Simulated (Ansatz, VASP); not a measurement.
## ZrB2: VASP beside Ansatz

```
Zr B
1.0
     3.17000    0.00000    0.00000
    -1.58500    2.74530    0.00000
     0.00000    0.00000    3.53300
Zr B
1 2
Direct
  0.00000 0.00000 0.00000
  0.33333 0.66667 0.50000
  0.66667 0.33333 0.50000
```

Alike in both runs: task single point; functional LDA; k mesh 10 × 10 × 8; occupations fermi-dirac, width 0.05 eV; no spin polarisation.

|  | VASP | Ansatz |
| --- | --- | --- |
| version | VASP 6.6.1 | Ansatz 0.2.0 |
| potentials or method | VASP PAW LDA potentials, release 64 (Zr_sv, B) | plane waves, PAW |
| plane-wave cutoff (eV) | 520 | 420 |
| valence electrons in the cell | 18 | 18 |

VASP gave:

```
gap on the k mesh at the Fermi level (eV)                     : none
pressure (GPa)                                                : -8.3
traceless stress, the component that is largest in VASP (GPa) : 0.62
```

Q: Which values does Ansatz return?

A: gap on the k mesh at the Fermi level (eV): none; pressure (GPa): -8.8; traceless stress, the component that is largest in VASP (GPa): 0.59.

LDA's correlation is that of Perdew and Zunger in VASP and of Perdew and Wang (1992) in Ansatz. A gap of «none» marks a metal or a gap that the smearing closes.
